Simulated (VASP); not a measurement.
A run of VASP 6.6.1:

File INCAR:

```
SYSTEM = SnO2
PREC = Accurate
ENCUT = 520
EDIFF = 1E-7
ISMEAR = 0
SIGMA = 0.01
LREAL = .False.
LASPH = .True.
NELM = 80
ALGO = Normal
ISIF = 2
LWAVE = .False.
LCHARG = .False.
GGA = PE
NBANDS = 20
```

The input KPOINTS:

```
regular mesh
0
Gamma
  8 8 8
  0 0 0
```

The input POSCAR:

```
SnO2
1.0
    0.0000000000      2.5195419722      2.5195419722
    2.5195419722      0.0000000000      2.5195419722
    2.5195419722      2.5195419722      0.0000000000
Sn O
1 2
Direct
    0.0000000000      0.0000000000      0.0000000000
    0.2500000000      0.2500000000      0.2500000000
    0.7500000000      0.7500000000      0.7500000000
```

Potentials or basis: VASP PAW PBE potentials, release 64 (Sn_d, O).

Command:

```console
$ cat potpaw_PBE.64/Sn_d/POTCAR potpaw_PBE.64/O/POTCAR > POTCAR
$ mpirun -np 1 vasp_std > vasp.out
```

Hardware: 1 thread of Intel(R) Xeon(R) 6975P-C (Granite Rapids), on a shared host.

Task: How long does it take, and how much memory?

Result: It took 8.8 s on 1 thread of Intel(R) Xeon(R) 6975P-C (Granite Rapids), on a shared host, peak memory 0.16 GiB. Counts: scf iterations 13, k points 29.
